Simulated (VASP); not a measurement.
Crystal: AlSn.

```
CELL_PARAMETERS angstrom
4.19811 0.00000 0.00000
-2.09905 3.63567 0.00000
0.00000 0.00000 3.30685
ATOMIC_POSITIONS crystal
Sn 0.33333 0.66667 0.50000
Al 0.00000 0.00000 0.00000
```

```yaml
Program: VASP 6.6.1
Task: relaxation of cell and atoms
Functional: PBEsol
Dispersion: D4
Potentials_or_basis: VASP PAW PBE potentials, release 64 (Sn_d, Al)
Cutoff: 600 eV
k_mesh: 7 × 7 × 8
Occupations: fermi-dirac, width 0.05 eV
Spin: no spin polarisation
```

At the start: pressure -3.0 GPa; volume 25.24 Å³/atom.

Question: Where does the relaxation end?

Answer: Over 5 steps the energy falls by 14.2 meV/atom and the volume is 23.80 Å³/atom (-5.7 %); space group P-6m2 (No. 187, to 0.05 Å).

Step by step:
```tsv
step	energy change (eV)	largest force (eV/Å)	pressure (GPa)	volume (Å³)
1	0.0000	0.0000	-2.98	50.47
2	-0.0262	0.0000	0.75	47.12
3	-0.0274	0.0000	0.02	47.68
4	-0.0283	0.0000	0.02	47.62
5	-0.0284	0.0000	0.01	47.60
```

Final structure:
```cif
data_structure
_symmetry_space_group_name_H-M 'P 1'
_symmetry_Int_Tables_number 1
_cell_length_a 4.1027
_cell_length_b 4.1027
_cell_length_c 3.2653
_cell_angle_alpha 90.000
_cell_angle_beta 90.000
_cell_angle_gamma 120.000
_cell_volume 47.60
loop_
_atom_site_label
_atom_site_type_symbol
_atom_site_fract_x
_atom_site_fract_y
_atom_site_fract_z
_atom_site_occupancy
Sn1 Sn 0.33333 0.66667 0.50000 1
Al1 Al 0.00000 0.00000 0.00000 1
```

Caveat: the PAW data sets were made with another functional, which shifts forces and pressure a little; pairwise dispersion overbinds metals, which lowers pressure and volume.
